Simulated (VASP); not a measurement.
Wanted: the native input for a VASP 6.6.1 run.

| Item | Value |
| --- | --- |
| Task | density of states |
| Functional | PBE |
| Potentials or basis | VASP PAW PBE potentials, release 64 (K_sv) |
| Cutoff | 520 eV |
| k mesh | 8 × 8 × 8 |
| Occupations | gaussian, width 0.1 eV |
| Spin | no spin polarisation |
| Dipole correction | no |
| k mesh for the DOS | 12 × 12 × 12 |
| Occupations for the DOS | tetrahedron |
| Further INCAR settings | ALGO = Fast; EDIFF = 1e-06; NBANDS = 20 |

Crystal: K.

```xyz
3
Lattice="6.3852 0.0000 0.0000 0.0000 6.3852 0.0000 0.0000 0.0000 6.3852" Properties=species:S:1:pos:R:3 pbc="T T T"
K     0.0000    3.1926    3.1926
K     3.1926    0.0000    3.1926
K     3.1926    3.1926    0.0000
```

These files were run (other wordings do the same):

POSCAR

```
K
1.0
    6.3851780213      0.0000000000      0.0000000000
    0.0000000000      6.3851780213      0.0000000000
    0.0000000000      0.0000000000      6.3851780213
K
3
Direct
    0.0000000000      0.5000000000      0.5000000000
    0.5000000000      0.0000000000      0.5000000000
    0.5000000000      0.5000000000      0.0000000000
```

INCAR.step1

```
SYSTEM = K
  PREC = Accurate
  ENCUT = 520
  EDIFF = 1E-6
  ISMEAR = 0
  SIGMA = 0.1
  LREAL = .FALSE.
  LASPH = .TRUE.
  NELM = 80
  ALGO = Fast
  ISIF = 2
  LWAVE = .FALSE.
  LCHARG = .TRUE.
  GGA = PE
  NBANDS = 20
```

KPOINTS.step1

```
regular mesh
0
G
  8 8 8
  0 0 0
```

INCAR.step2

```
SYSTEM = K
  PREC = Accurate
  ENCUT = 520
  EDIFF = 1E-6
  ISMEAR = -5
  SIGMA = 0.1
  LREAL = .FALSE.
  LASPH = .TRUE.
  NELM = 80
  ALGO = Fast
  ISIF = 2
  LWAVE = .FALSE.
  LCHARG = .FALSE.
  GGA = PE
  LORBIT = 10
  NBANDS = 20
  NEDOS = 1001
  ICHARG = 11
```

KPOINTS.step2

```
regular mesh
0
G
  12 12 12
  0 0 0
```

Potentials or basis: VASP PAW PBE potentials, release 64 (K_sv).

The run is started by

```bash
$ cat potpaw_PBE.64/K_sv/POTCAR > POTCAR
$ cp INCAR.step1 INCAR
$ cp KPOINTS.step1 KPOINTS
$ mpirun -np 1 vasp_std > vasp.out
$ cp INCAR.step2 INCAR
$ cp KPOINTS.step2 KPOINTS
$ mpirun -np 1 vasp_std > vasp.out
```

Results of the run:

* Valence electrons inside the program's atomic spheres: K 7.54

Wall time 8.5 min on 1 thread of Intel(R) Xeon(R) Platinum 8488C (Sapphire Rapids) (shared host), peak memory 0.5 GiB.
